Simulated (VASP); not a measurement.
Input of a VASP 6.6.1 run:

INCAR

```
SYSTEM = CsSnI3
ALGO = Normal
EDIFF = 1E-7
ENCUT = 520
GGA = PS
ISIF = 2
ISMEAR = 0
LASPH = .TRUE.
LCHARG = .TRUE.
LELF = .TRUE.
LREAL = .FALSE.
LVHAR = .TRUE.
LWAVE = .FALSE.
NBANDS = 30
NELM = 60
PREC = Accurate
SIGMA = 0.01
```

KPOINTS

```
k-points
0
G
  6 6 6
  0 0 0
```

File POSCAR:

```
CsSnI3
1.0
    6.5021156666      0.0000000000      0.0000000000
    0.0000000000      6.5021156666      0.0000000000
    0.0000000000      0.0000000000      6.0654286244
Cs Sn I
1 1 3
Direct
    0.0000000000      0.0000000000      0.0000000000
    0.5000000000      0.5000000000      0.5000000000
    0.0000000000      0.5000000000      0.5000000000
    0.5000000000      0.0000000000      0.5000000000
    0.5000000000      0.5000000000      0.0000000000
```

Potentials or basis: VASP PAW PBE potentials, release 64 (Cs_sv, Sn_d, I).

The run is started by

```console
$ cat potpaw_PBE.64/Cs_sv/POTCAR potpaw_PBE.64/Sn_d/POTCAR potpaw_PBE.64/I/POTCAR > POTCAR
$ mpirun -np 1 vasp_std > vasp.out
```

Estimate the pressure.

-1.3 GPa.

Estimate the band gap on the k mesh.

0.35 eV.

Stress tensor (GPa, compression positive):
```
-1.98  0.00  0.00
 0.00 -1.98  0.00
 0.00  0.00  0.01
```

Caveat: the PAW data sets were made with another functional, which shifts forces and pressure a little; spin-orbit coupling is left out, which moves the levels of the heavy elements. A k mesh can miss the band edges.
